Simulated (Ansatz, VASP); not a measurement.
**SrTiO3 in VASP and in Ansatz**

```xyz
5
Lattice="3.8911 0.0000 0.0000 0.0000 3.8911 0.0000 0.0000 0.0000 3.8911" Properties=species:S:1:pos:R:3 pbc="T T T"
Sr    1.9456    1.9456    1.9456
Ti    0.0000    0.0000    0.0000
O     1.9456    0.0000    0.0000
O     0.0000    1.9456    0.0000
O     0.0000    0.0000    1.9456
```

Alike in both runs: functional PBEsol; k mesh 8 × 8 × 8; occupations fermi-dirac, width 0.1 eV; no spin polarisation.

Ansatz relaxed the structure, and its values are those at the end. VASP's run is a single point on that final structure, the one shown.

|  | VASP | Ansatz |
| --- | --- | --- |
| version | VASP 6.6.1 | Ansatz 0.2.0 |
| potentials or method | VASP PAW PBE potentials, release 64 (Sr_sv, Ti_sv, O) | PAW with Ansatz's default frozen-core files, scalar-relativistic |
| plane-wave cutoff (eV) | 520 | 420 |
| valence electrons in the cell | 40 | 40 |

Ansatz gave:

| Item | Value |
| --- | --- |
| pressure (GPa) | 0.0 |

Question: Which values does VASP return?

Answer: Pressure (GPa): 0.7.

VASP's potentials were made for PBE, not for PBEsol.
